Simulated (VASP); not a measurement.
A run of VASP 6.6.1 is set up as follows.

The input POSCAR:

```
CsLaS2
1.0
    2.1659810000      1.2505290000      8.1006470000
   -2.1659810000      1.2505290000      8.1006470000
    0.0000000000     -2.5010590000      8.1006470000
Cs La S
1 1 2
Direct
    0.0000000000      0.0000000000      0.0000000000
    0.5000000000      0.5000000000      0.5000000000
    0.2290860000      0.2290860000      0.2290860000
    0.7709140000      0.7709140000      0.7709140000
```

INCAR.step1

```
SYSTEM = CsLaS2
PREC = Accurate ; ENCUT = 520
ISMEAR = 0 ; SIGMA = 0.01
LREAL = .False. ; LASPH = .True.
NELM = 60 ; NBANDS = 24
GGA = PE ; ALGO = Normal
EDIFF = 1E-4 ; LWAVE = .True.
LCHARG = .False.
```

The input INCAR.step2:

```
SYSTEM = CsLaS2
PREC = Accurate ; ENCUT = 520
EDIFF = 1E-6 ; ISMEAR = 0
SIGMA = 0.01 ; LREAL = .False.
LASPH = .True. ; NELM = 60
ALGO = Normal ; ISIF = 2
LWAVE = .False. ; LCHARG = .False.
METAGGA = R2SCAN ; LMIXTAU = .True.
NBANDS = 24 ; ISTART = 1
```

File KPOINTS:

```
regular mesh
0
Gamma
  5 5 5
  0 0 0
```

Potentials or basis: VASP PAW PBE potentials, release 64 (Cs_sv, La, S).

Launch:

```sh
$ cat potpaw_PBE.64/Cs_sv/POTCAR potpaw_PBE.64/La/POTCAR potpaw_PBE.64/S/POTCAR > POTCAR
$ cp INCAR.step1 INCAR
$ mpirun -np 1 vasp_std > vasp.out
$ cp INCAR.step2 INCAR
$ mpirun -np 1 vasp_std > vasp.out
```

Q: Predict the pressure.

A: 0.0 GPa.

Q: What does it give for the largest force?

A: 0.003 eV/Å.

Forces on the atoms (eV/Å):
```
Cs   0.000  0.000  0.000
La   0.000  0.000  0.000
S    0.000  0.000  0.003
S    0.000  0.000 -0.003
```

Caveat: the PAW data sets were made with another functional, which shifts forces and pressure a little.
